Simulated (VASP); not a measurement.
**CdTe: single point with PBE**

The system is CdTe.

```
Cd Te
1.0
     0.00000    3.10885    3.25307
     3.10885    0.00000    3.25307
     3.10885    3.10885    0.00000
Cd Te
1 1
Direct
  0.00000 0.00000 0.00000
  0.75000 0.75000 0.75000
```

This cell differs from its parent crystal: strain -0.030 along x and y, +0.015 along z.

```json
{
 "Program": "VASP 6.6.1",
 "Task": "single point",
 "Functional": "PBE",
 "Potentials or basis": "VASP PAW PBE potentials, release 64 (Cd, Te)",
 "Cutoff": "520 eV",
 "k mesh": "8 × 8 × 8",
 "Occupations": "gaussian, width 0.05 eV",
 "Spin": "no spin polarisation",
 "Dipole correction": "no",
 "Further INCAR settings": "ALGO = Normal; EDIFF = 1e-06; NBANDS = 16"
}
```

```yaml
Pressure: 7.1 GPa
Band_gap_on_the_k_mesh: 0.95 eV, direct
```

Stress tensor (GPa, compression positive):
```
7.32 0.00 0.00
0.00 7.32 0.00
0.00 0.00 6.76
```

Levels at points of the mesh, in eV from the valence-band top:
| k point | band 7 | band 8 | band 9 | band 10 | band 11 | band 12 |
| --- | --- | --- | --- | --- | --- | --- |
| (0.00, 0.00, 0.00) | -0.18 | 0.00 | 0.00 | 0.95 | 4.49 | 4.49 |
| (0.50, 0.00, 0.00) | -4.95 | -1.08 | -0.83 | 1.82 | 4.97 | 5.24 |
| (0.50, 0.50, 0.00) | -4.92 | -2.06 | -2.06 | 2.50 | 2.82 | 8.99 |
| (0.50, 0.00, 0.50) | -4.68 | -2.31 | -2.23 | 2.30 | 2.46 | 9.23 |

Wall time 45 s on 1 thread of Intel(R) Xeon(R) Platinum 8259CL CPU @ 2.50GHz (Skylake/Cascade Lake), on a shared host, peak memory 0.24 GiB.

Caveat: the cell differs from its parent crystal (strain -0.030 along x and y, +0.015 along z); spin-orbit coupling is left out, which moves the levels of the heavy elements.
